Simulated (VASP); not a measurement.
# SnO2 in VASP: further runs, part 2 of 2

VASP 6.6.1. The steps go on from the part before.

### 3 Single point, PBEsol+D3(BJ) (atoms displaced along several vibrational modes)

INCAR reads:

```
SYSTEM = SnO2
  ALGO = Normal
  EDIFF = 1E-6
  ENCUT = 520
  GGA = PS
  ISIF = 2
  ISMEAR = 0
  IVDW = 12
  LASPH = .True.
  LCHARG = .False.
  LREAL = .False.
  LWAVE = .False.
  NBANDS = 35
  NELM = 80
  PREC = Accurate
  SIGMA = 0.05
```

KPOINTS reads:

```
k-points
0
Gamma
  12 12 4
  0 0 0
```

POSCAR reads:

```
SnO2
1.0
    3.1779419946      0.0000000000      0.0000000000
   -1.5889709973      2.7521784991      0.0000000000
    0.0000000000      0.0000000000     10.1134263721
Sn O
2 4
Direct
   -0.1948457596      0.0000000000      0.5000000000
    0.1948457596      0.0000000000      0.0000000000
    0.4690545010      0.3333333333      0.4003665319
    0.8642788324      0.3333333333      0.0996334681
    0.1357211676      0.6666666667      0.5996334681
    0.5309454990      0.6666666667      0.9003665319
```

Potentials or basis: VASP PAW PBE potentials, release 64 (Sn_d, O).

Launch:

```
$ cat potpaw_PBE.64/Sn_d/POTCAR potpaw_PBE.64/O/POTCAR > POTCAR
$ mpirun -np 1 vasp_std > vasp.out
```

OUTCAR:

```text
SYSTEM = SnO2
   EDIFF = 1E-6
   ENCUT = 520
   GGA = PS
   ISIF = 2
   ISMEAR = 0
   IVDW = 12
   LASPH = .True.
   LREAL = .False.
   NELM = 80
   PREC = Accurate
 IVDW          = 12

 ion  position               nearest neighbor table
   1  0.805  0.000  0.500-   5 2.09   3 2.09   3 2.09   5 2.09   3 2.10   5 2.10
   2  0.195  0.000  0.000-   4 2.09   6 2.09   6 2.09   4 2.09   6 2.10   4 2.10
   3  0.469  0.333  0.400-   1 2.09   1 2.09   1 2.10
   4  0.864  0.333  0.100-   2 2.09   2 2.09   2 2.10
   5  0.136  0.667  0.600-   1 2.09   1 2.09   1 2.10
   6  0.531  0.667  0.900-   2 2.09   2 2.09   2 2.10

  LATTYP: Found a hexagonal cell.
 ALAT       =     3.1779419946
 C/A-ratio  =     3.1823823057

  Lattice vectors:

 A1 = (   3.1779419946,   0.0000000000,   0.0000000000)
 A2 = (  -1.5889709973,   2.7521784991,   0.0000000000)
 A3 = (   0.0000000000,   0.0000000000,  10.1134263721)

Analysis of symmetry for initial positions (statically):
=====================================================================
 Subroutine PRICEL returns:
 Original cell was already a primitive cell.

 Routine SETGRP: Setting up the symmetry group for a
 hexagonal supercell.

 Subroutine GETGRP returns: Found  4 space group operations
 (whereof  2 operations were pure point group operations)
 out of a pool of 24 trial point group operations.

The static configuration has the point symmetry C_2 .
 The point group associated with its full space group is D_2 .

Analysis of symmetry for dynamics (positions and initial velocities):
=====================================================================
 Subroutine PRICEL returns:
 Original cell was already a primitive cell.

 Routine SETGRP: Setting up the symmetry group for a
 hexagonal supercell.

[... 131 lines left out ...]
   IMIX   =      4    mixing-type and parameters
     AMIX     =   0.40;   BMIX     =  1.00
     AMIX_MAG =   1.60;   BMIX_MAG =  1.00
  volume/ion in A,a.u.               =      14.74        99.49
  Fermi-wavevector in a.u.,A,eV,Ry     =   1.371415  2.591599 25.589564  1.880780
  Thomas-Fermi vector in A             =   2.497114
   LORBIT       =      0    0 simple, 1 ext, 2 COOP (PROOUT), +10 PAW based schemes
   GGA     = PS    functional components
   LHFCALC =     F    Hartree Fock is set to
   AEXX    =    0.0000 exact exchange contribution
   IVDW    =    12    specifies the selected vdW correction
   LEPSILON=     F    determine dielectric tensor
   LRPA    =     F    only Hartree local field effects (RPA)
 non-spin polarized calculation
 Gauss-broadening in eV      SIGMA  =   0.05
  energy-cutoff  :      520.00
  volume of cell :       88.45
 maximum number of plane-waves:      2400
   NGX = 11   NGY = 11   NGZ = 37

 number of electron      52.0000018 magnetization

 Free energy of the ion-electron system (eV)
  ---------------------------------------------------
  ext. energy  EPLUGINS =         0.00000000
  ---------------------------------------------------
  free energy    TOTEN  =       -38.56467297 eV

  energy without entropy =      -38.56467297  energy(sigma->0) =      -38.56467297

 E-fermi :   3.2262     XC(G=0):  -9.9743

 val. band max:        2.9103023815   @ k =  -0.1667   0.4167   0.0000
 cond. band min:       5.1872128155   @ k =   0.0000   0.0000   0.0000
 fundamental gap:      2.2769104340
 Fermi energy:         3.2262095046

 k-point     1 :       0.0000    0.0000    0.0000
  band No.  band energies     occupation
      1     -17.0236      2.00000
      2     -17.0217      2.00000
      3     -16.7312      2.00000
      4     -16.7311      2.00000
      5     -16.7310      2.00000
      6     -16.7309      2.00000
[... 901 lines left out ...]
     34      14.8655      0.00000
     35      15.0331      0.00000

 [... further k-points ...]

------------------------ aborting loop because EDIFF is reached ----------------------------------------

 Edisp (eV)   -0.92349

 E8    (eV) :    -0.5813

  FORCE on cell =-STRESS in cart. coord.  units (eV):
  Direction    XX          YY          ZZ          XY          YZ          ZX
  --------------------------------------------------------------------------------------
  -------------------------------------------------------------------------------------
  Total       0.74861     0.52727    -0.66316     0.00000     0.00000     0.00000
  in kB      13.55957     9.55039   -12.01186     0.00000     0.00000     0.00000
  external pressure =        3.70 kB  Pullay stress =        0.00 kB

 VOLUME and BASIS-vectors are now :
 -----------------------------------------------------------------------------
  energy-cutoff  :      520.00
  volume of cell :       88.45
      direct lattice vectors                 reciprocal lattice vectors
     3.177941995  0.000000000  0.000000000     0.314669054  0.181674263  0.000000000
    -1.588970997  2.752178499  0.000000000     0.000000000  0.363348526  0.000000000
     0.000000000  0.000000000 10.113426372     0.000000000  0.000000000  0.098878458

 POSITION                                       TOTAL-FORCE (eV/Angst)
 -----------------------------------------------------------------------------------
      2.55873      0.00000      5.05671        -0.142334      0.000000      0.000000
      0.61921      0.00000      0.00000         0.142334      0.000000      0.000000
      0.96097      0.91739      4.04908         0.048501     -0.008192     -0.115794
      2.21697      0.91739      1.00764        -0.048501     -0.008192      0.115794
     -0.62800      1.83479      6.06435         0.048501      0.008192      0.115794
      0.62800      1.83479      9.10579        -0.048501      0.008192     -0.115794
 -----------------------------------------------------------------------------------
    total drift:                               -0.000000     -0.000000     -0.000000

  FREE ENERGIE OF THE ION-ELECTRON SYSTEM (eV)
  ---------------------------------------------------
  free  energy   TOTEN  =       -39.4881602910 eV

  energy  without entropy=      -39.4881602910  energy(sigma->0) =      -39.48816029
```

stdout:

```text
POSCAR found type information on POSCAR SnO
 POSCAR found :  2 types and       6 ions
 scaLAPACK will be used
 -----------------------------------------------------------------------------
|                                                                             |
|                                                                             |
|     You enforced a specific xc type in the INCAR file but a different       |
|     I HOPE YOU KNOW WHAT YOU ARE DOING!                                     |
|                                                                             |
 -----------------------------------------------------------------------------

 LDA part: xc-table for (Slater+PW92), standard interpolation
 POSCAR, INCAR and KPOINTS ok, starting setup
 FFT: planning ... GRIDC
 FFT: planning ... GRID_SOFT
 FFT: planning ... GRID
 WAVECAR not read
 entering main loop
```

It took 2.5 min on 1 thread of Intel Xeon 6975P-C (Granite Rapids), shared host; peak memory 0.43 GiB.

What came out:

- Free energy: -39.4882 eV
- Pressure: 0.4 GPa
- Largest force: 0.142 eV/Å
- Band gap on the k mesh: 2.28 eV (least direct gap 2.62 eV)
- Dispersion energy per atom: -0.154 eV

Forces on the atoms (eV/Å):
```
Sn  -0.142  0.000  0.000
Sn   0.142  0.000  0.000
O    0.049 -0.008 -0.116
O   -0.049 -0.008  0.116
O    0.049  0.008  0.116
O   -0.049  0.008 -0.116
```

Stress tensor (GPa, compression positive):
```
 1.36  0.00  0.00
 0.00  0.96  0.00
 0.00  0.00 -1.20
```

Levels at points of the mesh, in eV from the valence-band top:
| k point | band 24 | band 25 | band 26 | band 27 | band 28 | band 29 |
| --- | --- | --- | --- | --- | --- | --- |
| (0.00, 0.00, 0.00) | -0.83 | -0.81 | -0.34 | 2.28 | 3.26 | 5.65 |
| (0.50, 0.00, 0.00) | -0.49 | -0.36 | -0.17 | 5.50 | 5.56 | 7.25 |
| (0.00, 0.50, 0.00) | -0.53 | -0.47 | -0.03 | 5.48 | 5.61 | 7.08 |
| (0.00, 0.00, 0.50) | -0.83 | -0.79 | -0.79 | 2.79 | 2.79 | 5.79 |
| (0.50, 0.00, 0.50) | -0.51 | -0.27 | -0.27 | 5.54 | 5.54 | 7.36 |
| (0.00, 0.50, 0.50) | -0.50 | -0.25 | -0.25 | 5.55 | 5.55 | 7.42 |

Caveat: the cell differs from its parent crystal (atoms displaced along several vibrational modes); the PAW data sets were made with another functional, which shifts forces and pressure a little; spin-orbit coupling is left out, which moves the levels of the heavy elements.
